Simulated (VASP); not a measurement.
Set up this calculation in VASP 6.6.1, as the native input.

| Quantity | Value |
| --- | --- |
| Task | single point |
| Functional | PBEsol |
| Potentials or basis | VASP PAW PBE potentials, release 64 (Mg, S) |
| Cutoff | 520 eV |
| k mesh | 8 × 8 × 8 |
| Occupations | gaussian, width 0.05 eV |
| Spin | no spin polarisation |
| Dipole correction | no |
| Further INCAR settings | ALGO = Normal; EDIFF = 1e-06; NBANDS = 11 |

The structure of MgS lies in POSCAR:

```
MgS
1.0
    0.0000000000      2.4715675000      2.6016500000
    2.4715675000      0.0000000000      2.6016500000
    2.4715675000      2.4715675000      0.0000000000
Mg S
1 1
Direct
    0.0000000000      0.0000000000      0.0000000000
    0.5000000000      0.5000000000      0.5000000000
```

This cell differs from its parent crystal: strain -0.050 along x and y, +0.000 along z.

The input as run:

INCAR

```
SYSTEM = MgS
ALGO = Normal
EDIFF = 1E-6
ENCUT = 520
GGA = PS
ISIF = 2
ISMEAR = 0
LASPH = .TRUE.
LCHARG = .FALSE.
LREAL = .FALSE.
LWAVE = .FALSE.
NBANDS = 11
NELM = 80
PREC = Accurate
SIGMA = 0.05
```

KPOINTS

```
k-points
0
G
  8 8 8
  0 0 0
```

Potentials or basis: VASP PAW PBE potentials, release 64 (Mg, S).

Run with:

```console
$ cat potpaw_PBE.64/Mg/POTCAR potpaw_PBE.64/S/POTCAR > POTCAR
$ mpirun -np 1 vasp_std > vasp.out
```

It gave:

- Pressure: 8.9 GPa
- Band gap on the k mesh: 2.70 eV, indirect (least direct gap 4.31 eV)

Caveat: the cell differs from its parent crystal (strain -0.050 along x and y, +0.000 along z); the PAW data sets were made with another functional, which shifts forces and pressure a little.

It took 12 s on 1 thread of Intel(R) Xeon(R) Platinum 8488C (Sapphire Rapids), with other jobs on the host, peak memory 0.16 GiB.
